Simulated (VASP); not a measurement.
A run of VASP 6.6.1:

Contents of INCAR:

```
SYSTEM = LaHg2
ALGO = Normal ; EDIFF = 1E-8
ENCUT = 410 ; GGA_COMPAT = .False.
ISIF = 2 ; ISMEAR = -1
LASPH = .True. ; LCHARG = .False.
LEFG = .True. ; LMAXMIX = 6
LREAL = .False. ; LWAVE = .False.
NBANDS = 32 ; NELM = 200
PREC = Accurate ; SIGMA = 0.08
```

KPOINTS

```
k-points
0
Gamma
  8 8 9
  0 0 0
```

File POSCAR:

```
LaHg2
1.0
    5.0232425903      0.0000000000      0.0000000000
   -2.5116212952      4.3502556927      0.0000000000
    0.0000000000      0.0000000000      3.6879002299
La Hg
1 2
Direct
    0.0000000000      0.0000000000      0.0000000000
    0.3333333333      0.6666666667      0.5000000000
    0.6666666667      0.3333333333      0.5000000000
```

Potentials or basis: VASP PAW LDA potentials, release 64 (La, Hg_sv_GW).

Command:

```sh
$ cat potpaw_LDA.64/La/POTCAR potpaw_LDA.64/Hg_sv_GW/POTCAR > POTCAR
$ mpirun -np 1 vasp_std > vasp.out
```

Hardware: 1 thread of Intel(R) Xeon(R) Platinum 8375C CPU @ 2.90GHz (Ice Lake), with other jobs on the host.

Problem. How long does it take, and how much memory?

Solution. Wall time 3 min on 1 thread of Intel(R) Xeon(R) Platinum 8375C CPU @ 2.90GHz (Ice Lake) (shared host), peak memory 0.24 GiB. Counts: scf iterations 16, k points 50.
